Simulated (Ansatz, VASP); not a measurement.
**Nb2SiO2 in VASP and in Ansatz**

INCAR

```
PREC = Accurate ; ENCUT = 520
EDIFF = 1E-6 ; ISMEAR = 0
SIGMA = 0.1 ; LREAL = F
LASPH = T ; NELM = 60
ALGO = Normal ; ISIF = 2
LWAVE = F ; LCHARG = F
GGA = PE ; NBANDS = 53
```

KPOINTS

```
Automatic mesh
0
Gamma
  12 12 2
```

POSCAR

```
Nb2SiO2
1.0
    3.0153888550      0.0000000000      0.0000000000
   -1.5076944275      2.6114033507      0.0000000000
    0.0000000000      0.0000000000     19.2320160807
Nb Si O
4 2 4
Direct
    0.6666666667      0.3333333333      0.3566048356
    0.3333333333      0.6666666667      0.6433951644
    0.6666666667      0.3333333333      0.1433951644
    0.3333333333      0.6666666667      0.8566048356
    0.3333333333      0.6666666667      0.2500000000
    0.6666666667      0.3333333333      0.7500000000
    0.3333333333      0.6666666667      0.4160493045
    0.6666666667      0.3333333333      0.5839506955
    0.3333333333      0.6666666667      0.0839506955
    0.6666666667      0.3333333333      0.9160493045
```

Input for Ansatz:

```yaml
crystal:
  lattice:
    - [3.015388855, 0.0, 0.0]
    - [-1.5076944275, 2.6114033507, 0.0]
    - [0.0, 0.0, 19.2320160807]
  atoms:
    - { symbol: Nb, position: [0.6666666667, 0.3333333333, 0.3566048356] }
    - { symbol: Nb, position: [0.3333333333, 0.6666666667, 0.6433951644] }
    - { symbol: Nb, position: [0.6666666667, 0.3333333333, 0.1433951644] }
    - { symbol: Nb, position: [0.3333333333, 0.6666666667, 0.8566048356] }
    - { symbol: Si, position: [0.3333333333, 0.6666666667, 0.25] }
    - { symbol: Si, position: [0.6666666667, 0.3333333333, 0.75] }
    - { symbol: O, position: [0.3333333333, 0.6666666667, 0.4160493045] }
    - { symbol: O, position: [0.6666666667, 0.3333333333, 0.5839506955] }
    - { symbol: O, position: [0.3333333333, 0.6666666667, 0.0839506955] }
    - { symbol: O, position: [0.6666666667, 0.3333333333, 0.9160493045] }
basis:
  ecutwfc: 420
kpoints:
  mp_grid: { grid: [12, 12, 2] }
  band_path:
    path:
      - [[0.0, 0.0, 0.0], [0.5, 0.0, 0.0], [0.33333333, 0.33333333, 0.0], [0.0, 0.0, 0.0], [0.0, 0.0, 0.5], [0.5, 0.0, 0.5], [0.33333333, 0.33333333, 0.5], [0.0, 0.0, 0.5]]
      - [[0.5, 0.0, 0.5], [0.5, 0.0, 0.0]]
      - [[0.33333333, 0.33333333, 0.5], [0.33333333, 0.33333333, 0.0]]
    npoints: 14
hamiltonian:
  xc: pbe
scf:
  occupations: { method: gaussian, width: 0.1 }
  n_extra_bands: 25
output:
  forces: true
  stress: true
  eigenvalues: true
  populations: true
  dos: { projected: true, de: 0.02, nscf_kmesh: { grid: [15, 15, 3] } }
  bader: true
  write_density: true
  write_potential: true
  elf: true
  volumetric_format: npy
```

Alike in both runs: task single point; functional PBE; k mesh 12 × 12 × 2; occupations gaussian, width 0.1 eV; no spin polarisation.

|  | VASP | Ansatz |
| --- | --- | --- |
| version | VASP 6.6.1 | Ansatz 0.2.0 |
| potentials or method | VASP PAW PBE potentials, release 64 (Nb_sv, Si, O), cutoff 520 eV | scalar-relativistic, plane waves, PAW |
| valence electrons in the cell | 84 | 84 |

```tsv
	VASP	Ansatz	Ansatz less VASP
gap on the k mesh at the Fermi level (eV)	none	none	-
pressure (GPa)	-0.2	0.0	+0.19
traceless stress, the component that is largest in VASP (GPa)	-0.07	0.02	+0.083
```

A gap of «none» marks a metal or a gap that the smearing closes.
